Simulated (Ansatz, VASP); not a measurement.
BN in VASP and in Ansatz

The input INCAR:

```
SYSTEM = BN
ALGO = Normal
EDIFF = 1E-6
ENCUT = 520
GGA = PE
ISIF = 2
ISMEAR = 0
LASPH = .TRUE.
LCHARG = .TRUE.
LELF = .TRUE.
LREAL = .FALSE.
LVHAR = .TRUE.
LWAVE = .FALSE.
NBANDS = 26
NELM = 80
PREC = Accurate
SIGMA = 0.05
```

The input KPOINTS:

```
k-points
0
G
  6 6 10
  0 0 0
```

The input POSCAR:

```
BN
1.0
    4.2900000000      0.0000000000      0.0000000000
    0.0000000000      4.2900000000      0.0000000000
    0.0000000000      0.0000000000      2.6257000000
B N
4 4
Direct
    0.1742811368      0.8257188632      0.5000000000
    0.3257188632      0.3257188632      0.0000000000
    0.6742811368      0.6742811368      0.0000000000
    0.8257188632      0.1742811368      0.5000000000
    0.8126115048      0.8126115048      0.5000000000
    0.3126115048      0.6873884952      0.0000000000
    0.6873884952      0.3126115048      0.0000000000
    0.1873884952      0.1873884952      0.5000000000
```

Input for Ansatz:

```yaml
crystal:
  lattice:
    - [4.29, 0.0, 0.0]
    - [0.0, 4.29, 0.0]
    - [0.0, 0.0, 2.6257]
  atoms:
    - { symbol: B, position: [0.1742811368, 0.8257188632, 0.5] }
    - { symbol: B, position: [0.3257188632, 0.3257188632, 0.0] }
    - { symbol: B, position: [0.6742811368, 0.6742811368, 0.0] }
    - { symbol: B, position: [0.8257188632, 0.1742811368, 0.5] }
    - { symbol: "N", position: [0.8126115048, 0.8126115048, 0.5] }
    - { symbol: "N", position: [0.3126115048, 0.6873884952, 0.0] }
    - { symbol: "N", position: [0.6873884952, 0.3126115048, 0.0] }
    - { symbol: "N", position: [0.1873884952, 0.1873884952, 0.5] }
basis:
  ecutwfc: 520.0
kpoints:
  mp_grid: { grid: [6, 6, 10] }
hamiltonian:
  xc: pbe
  pseudopotentials: { kind: paw, azcp: { folder: soft_1 } }
scf:
  occupations: { method: gaussian, width: 0.05 }
output:
  forces: true
  stress: true
  eigenvalues: true
```

Alike in both runs: task single point; functional PBE; k mesh 6 × 6 × 10; occupations gaussian, width 0.05 eV; no spin polarisation.

|  | VASP | Ansatz |
| --- | --- | --- |
| version | VASP 6.6.1 | Ansatz 0.2.0 |
| potentials or method | VASP PAW PBE potentials, release 64 (B, N), cutoff 520 eV | scalar-relativistic, plane waves, PAW |
| valence electrons in the cell | 32 | 32 |

Ansatz gave:

* gap on the k mesh at the Fermi level (eV): 4.71
* least direct gap on the mesh (eV): 5.63
* pressure (GPa): 11.0
* traceless stress, the component that is largest in VASP (GPa): -33.16
* rms of the force components (eV/Å): 0.328

Task: Which values does VASP return?

Result: gap on the k mesh at the Fermi level (eV): 4.70; least direct gap on the mesh (eV): 5.63; pressure (GPa): 11.5; traceless stress, the component that is largest in VASP (GPa): -33.36; rms of the force components (eV/Å): 0.340.

Atom by atom the forces differ by 0.013 eV/Å (rms over components). The functional is the same, so the differences come from potentials, cutoffs and numerics.
